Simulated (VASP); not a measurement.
Input of a VASP 6.6.1 run:

INCAR

```
PREC = Accurate
ENCUT = 750
EDIFF = 1E-6
ISMEAR = 0
SIGMA = 0.05
LREAL = False
LASPH = True
NELM = 120
ALGO = Normal
ISIF = 2
LWAVE = False
LCHARG = True
GGA = CA
LELF = True
LVHAR = True
NBANDS = 45
GGA_COMPAT = False
```

KPOINTS

```
regular mesh
0
Gamma
  6 6 6
```

The input POSCAR:

```
LiNbO3
1.0
    2.4903310026      1.4377932747      4.3438013568
   -2.4903310026      1.4377932747      4.3438013568
    0.0000000000     -2.8755865495      4.3438013568
Li Nb O
2 2 6
Direct
    0.2820532489      0.2820532489      0.2820532489
    0.7820532489      0.7820532489      0.7820532489
    0.9985425380      0.9985425380      0.9985425380
    0.4985425380      0.4985425380      0.4985425380
    0.1062571809      0.3667678423      0.7180491900
    0.7180491900      0.1062571809      0.3667678423
    0.3667678423      0.7180491900      0.1062571809
    0.2180491900      0.8667678423      0.6062571809
    0.8667678423      0.6062571809      0.2180491900
    0.6062571809      0.2180491900      0.8667678423
```

Potentials or basis: VASP PAW LDA potentials, release 64 (Li_sv, Nb_sv, O).

Command:

```console
$ cat potpaw_LDA.64/Li_sv/POTCAR potpaw_LDA.64/Nb_sv/POTCAR potpaw_LDA.64/O/POTCAR > POTCAR
$ mpirun -np 1 vasp_std > vasp.out
```

Q: What does it give for the largest force?

A: 1.111 eV/Å.

Q: Predict the pressure.

A: 22.4 GPa.

Q: What does it give for the band gap on the k mesh?

A: 3.86 eV, indirect (least direct gap 3.93 eV).

Stress tensor (GPa, compression positive):
```
21.45  0.00  0.00
 0.00 21.45  0.00
 0.00  0.00 24.46
```

Caveat: forces of over 1 eV/Å act on the atoms, so gaps and moduli don't describe the material at rest. A k mesh can miss the band edges.
